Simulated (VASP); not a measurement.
As: single point with PBEsol

The system is As.

```
As
1.0
     1.86364    1.07597    3.21690
    -1.86364    1.07597    3.21690
     0.00000   -2.15195    3.21690
As
2
Direct
  0.23346 0.23346 0.23346
  0.76654 0.76654 0.76654
```

* Program: VASP 6.6.1
* Task: single point
* Functional: PBEsol
* Potentials or basis: VASP PAW PBE potentials, release 64 (As)
* Cutoff: 520 eV
* k mesh: 9 × 9 × 9
* Occupations: fermi-dirac, width 0.05 eV
* Spin: no spin polarisation
* Dipole correction: no
* Further INCAR settings: ALGO = Normal; EDIFF = 1e-06; NBANDS = 12

The pressure is 5.5 GPa, the largest force is 0.058 eV/Å and the band gap on the k mesh is zero (band 5 reaches 6.54 eV, above the bottom of band 6 at 6.45 eV).

Forces in eV/Å, atoms in the order of the input:
```
As   0.000  0.000  0.058
As   0.000  0.000 -0.058
```

Stress tensor (GPa, compression positive):
```
5.53 0.00 0.00
0.00 5.53 0.00
0.00 0.00 5.40
```

Levels at points of the mesh, in eV from the Fermi level:
| k point | band 3 | band 4 | band 5 | band 6 | band 7 | band 8 |
| --- | --- | --- | --- | --- | --- | --- |
| (0.00, 0.00, 0.00) | -2.49 | -2.28 | -2.28 | 2.49 | 3.38 | 3.38 |

It took 18 s on 1 thread of Intel(R) Xeon(R) Platinum 8488C (Sapphire Rapids), with other jobs on the host, peak memory 0.18 GiB.

Caveat: the PAW data sets were made with another functional, which shifts forces and pressure a little.
